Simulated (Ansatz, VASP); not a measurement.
Two plane-wave programs on Si2Mo

```
CELL_PARAMETERS angstrom
0.00000 2.92758 2.92758
2.92758 0.00000 2.92758
2.92758 2.92758 0.00000
ATOMIC_POSITIONS crystal
Mo 0.00000 0.00000 0.00000
Si 0.25000 0.25000 0.25000
Si 0.75000 0.75000 0.75000
```

Alike in both runs: functional PBE; k mesh 10 × 10 × 10; occupations fermi-dirac, width 0.05 eV; no spin polarisation.

Ansatz relaxed the structure, and its values are those at the end. VASP's run is a single point on that final structure, the one shown.

```csv
,VASP,Ansatz
version,VASP 6.6.1,Ansatz 0.2.0
potentials or method,"VASP PAW PBE potentials, release 64 (Mo_sv, Si)","PAW with Ansatz's default frozen-core files, scalar-relativistic"
plane-wave cutoff (eV),520,420
valence electrons in the cell,22,22
```

VASP gave:

* pressure (GPa): 0.1

Problem. Estimate Ansatz's values.

Solution. Pressure (GPa): 0.0.
